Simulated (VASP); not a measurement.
# Ti (P6/mmm) in VASP: further runs, part 2 of 2

VASP 6.6.1. Earlier steps stand in the parts before.

## 5. Single point, r2SCAN

This run uses another cell than the first one, of 17.02 Å³/atom.

INCAR

```
METAGGA = R2SCAN
ISMEAR = 1
SIGMA = 0.1
LWAVE = F
LCHARG = F
ISIF = 2
PREC = Accurate
LASPH = T
LREAL = F
ALGO = Normal
EDIFF = 1E-6
NELM = 120
GGA_COMPAT = F
ENCUT = 440
LMIXTAU = T
```

KPOINTS

```
k-points
0
Gamma
  8 8 12
```

POSCAR

```
Ti
1.0
    4.5673748306      0.0000000000      0.0000000000
   -2.2836874153      3.9554626319      0.0000000000
    0.0000000000      0.0000000000      2.8262442700
Ti
3
Direct
    0.6666666667      0.3333333333      0.5000000000
    0.3333333333      0.6666666667      0.5000000000
    0.0000000000      0.0000000000      0.0000000000
```

Potentials or basis: VASP PAW PBE potentials, release 64 (Ti_sv).

Launch:

```
$ cat potpaw_PBE.64/Ti_sv/POTCAR > POTCAR
$ mpirun -np 1 vasp_std > vasp.out
```

OUTCAR:

```text
METAGGA = R2SCAN
   ISMEAR = 1
   ISIF = 2
   PREC = Accurate
   LASPH = T
   LREAL = F
   EDIFF = 1E-6
   NELM = 120
   ENCUT = 440

 Found     70 irreducible k-points:

 Following reciprocal coordinates:
            Coordinates               Weight
  0.000000  0.000000  0.000000      1.000000
  0.125000  0.000000  0.000000      6.000000
  0.250000  0.000000  0.000000      6.000000
  0.375000  0.000000  0.000000      6.000000
  0.500000  0.000000  0.000000      3.000000
  0.125000  0.125000  0.000000      6.000000
   k-points           NKPTS =     70   k-points in BZ     NKDIM =     70   number of bands    NBANDS=     22
   number of dos      NEDOS =    301   number of ions     NIONS =      3
   total plane-waves  NPLWV =  20480
   dimension x,y,z NGX =    32 NGY =   32 NGZ =   20
   dimension x,y,z NGXF=    64 NGYF=   64 NGZF=   40
   ions per type =               3
   NGX,Y,Z   is equivalent  to a cutoff of  11.65, 11.65, 11.76 a.u.
   NGXF,Y,Z  is equivalent  to a cutoff of  23.30, 23.30, 23.53 a.u.
 SYSTEM =  unknown system
   PREC   = accura    normal or accurate (medium, high low for compatibility)
   ISTART =      0    job   : 0-new  1-cont  2-samecut
   ICHARG =      2    charge: 1-file 2-atom 10-const
[... 59 lines left out ...]
  energy without entropy =      -38.88739811  energy(sigma->0) =      -38.88600593

 E-fermi :   8.5292     XC(G=0): -12.5032

 val. band max:        8.5007040060   @ k =   0.3750   0.2500   0.2500
 cond. band min:       8.5359326535   @ k =   0.0000   0.0000   0.0000
 fundamental gap:      0.0352286474
 Fermi energy:         8.5292091262

 k-point     1 :       0.0000    0.0000    0.0000
  band No.  band energies     occupation
      1     -50.7547      2.00000
      2     -50.4912      2.00000
      3     -50.3216      2.00000
      4     -26.0258      2.00000
      5     -26.0258      2.00000
      6     -25.9406      2.00000
[... 139 lines left out ...]
     21       9.5534     -0.00000
     22      10.0373     -0.00000

 [... further k-points ...]

------------------------ aborting loop because EDIFF is reached ----------------------------------------

  FORCE on cell =-STRESS in cart. coord.  units (eV):
  Direction    XX          YY          ZZ          XY          YZ          ZX
  --------------------------------------------------------------------------------------
  -------------------------------------------------------------------------------------
  Total        0.0403060      0.0403060     -0.1094061      0.0000000      0.0000000     -0.0000000
  in kB        1.2647573      1.2647573     -3.4330363      0.0000000      0.0000000     -0.0000000
  external PRESSURE =      -0.3011739 kB  Pullay stress =       0.0000000 kB

 VOLUME and BASIS-vectors are now :
 -----------------------------------------------------------------------------
  energy-cutoff  :      440.00
  volume of cell :       51.06
      direct lattice vectors                 reciprocal lattice vectors
     4.567374831  0.000000000  0.000000000     0.218944150  0.126407464  0.000000000
    -2.283687415  3.955462632  0.000000000     0.000000000  0.252814928  0.000000000
     0.000000000  0.000000000  2.826244270     0.000000000  0.000000000  0.353826458

 POSITION                                       TOTAL-FORCE (eV/Angst)
 -----------------------------------------------------------------------------------
      2.28369      1.31849      1.41312        -0.000000      0.000000      0.000000
     -0.00000      2.63698      1.41312         0.000000      0.000000      0.000000
      0.00000      0.00000      0.00000         0.000000     -0.000000      0.000000
 -----------------------------------------------------------------------------------
    total drift:                               -0.000000      0.000000      0.000000

  FREE ENERGIE OF THE ION-ELECTRON SYSTEM (eV)
  ---------------------------------------------------
  free  energy   TOTEN  =       -38.8853098472 eV

  energy  without entropy=      -38.8873981066  energy(sigma->0) =      -38.88600593
```

OSZICAR:

```text
N       E                     dE             d eps       ncg     rms          rms(c)
DAV:   1     0.394320969453E+03    0.39432E+03   -0.17906E+04  3080   0.188E+03
DAV:   2     0.105913048871E+01   -0.39326E+03   -0.38929E+03  3122   0.552E+02
DAV:   3    -0.470102736713E+02   -0.48069E+02   -0.47308E+02  5970   0.164E+02
[... 10 lines left out ...]
DAV:  14    -0.388853128518E+02   -0.11297E-03   -0.73498E-04  4842   0.248E-01    0.311E-02
DAV:  15    -0.388850499928E+02    0.26286E-03   -0.27490E-04  3506   0.162E-01    0.153E-02
DAV:  16    -0.388853089165E+02   -0.25892E-03   -0.10677E-04  3464   0.102E-01    0.772E-03
DAV:  17    -0.388853080928E+02    0.82371E-06   -0.21969E-05  5000   0.371E-02    0.593E-03
DAV:  18    -0.388853103121E+02   -0.22193E-05   -0.20720E-06  3012   0.935E-03    0.598E-03
DAV:  19    -0.388853098472E+02    0.46486E-06   -0.11043E-06  1942   0.120E-02
   1 F= -.38885310E+02 E0= -.38886006E+02  d E =0.208826E-02
```

Wall time 96 s (1 thread of Intel Xeon 6975P-C (Granite Rapids), shared host); peak memory 0.18 GiB.

What came out:

```
Free energy            : -38.8853 eV
Pressure               : 0.0 GPa
Band gap on the k mesh : zero (bands 18 and 19 overlap by 0.23 eV)
```

Levels at points of the mesh, in eV from the Fermi level:
| k point | band 16 | band 17 | band 18 | band 19 | band 20 | band 21 |
| --- | --- | --- | --- | --- | --- | --- |
| (0.00, 0.00, 0.00) | -0.82 | -0.80 | -0.80 | 0.01 | 0.80 | 1.41 |
| (0.50, 0.00, 0.00) | -0.45 | -0.37 | -0.37 | 0.06 | 0.61 | 0.92 |
| (0.00, 0.00, 0.50) | -2.01 | -1.82 | -1.82 | 1.12 | 1.12 | 1.37 |
| (0.50, 0.00, 0.50) | -1.31 | -0.87 | -0.78 | 0.43 | 0.89 | 0.89 |

Caveat: the PAW data sets were made with another functional, which shifts forces and pressure a little.

## 6. The runs side by side

```csv
level,cell,k mesh,cutoff (eV),smearing,dipole correction,tolerance level,purpose,start,gap on the mesh (eV),pressure (GPa)
revPBE,"a = 4.613, b = 4.613, c = 2.849 Å, angles 90.0, 90.0, 120.0°, 3 atoms",7 × 7 × 9,520,fermi-dirac 0.05 eV,no,-,-,-,none,-0.2
RPBE,"a = 4.626, b = 4.626, c = 2.855 Å, angles 90.0, 90.0, 120.0°, 3 atoms",7 × 7 × 9,520,fermi-dirac 0.05 eV,no,-,-,-,none,-0.2
BLYP,"a = 4.613, b = 4.613, c = 2.856 Å, angles 90.0, 90.0, 120.0°, 3 atoms",7 × 7 × 9,520,fermi-dirac 0.05 eV,no,-,-,-,none,0.0
r2SCAN,"a = 4.567, b = 4.567, c = 2.826 Å, angles 90.0, 90.0, 120.0°, 3 atoms",8 × 8 × 12,440,methfessel-paxton 0.1 eV,-,tight,restart,from scratch,none,0.0
```

Alike in all rows: task single point; potentials or basis VASP PAW PBE potentials, release 64 (Ti_sv); no spin polarisation.

Caveats: the PAW data sets were made with another functional, which shifts forces and pressure a little.

Absolute energies hang on the potentials; compare differences alone.
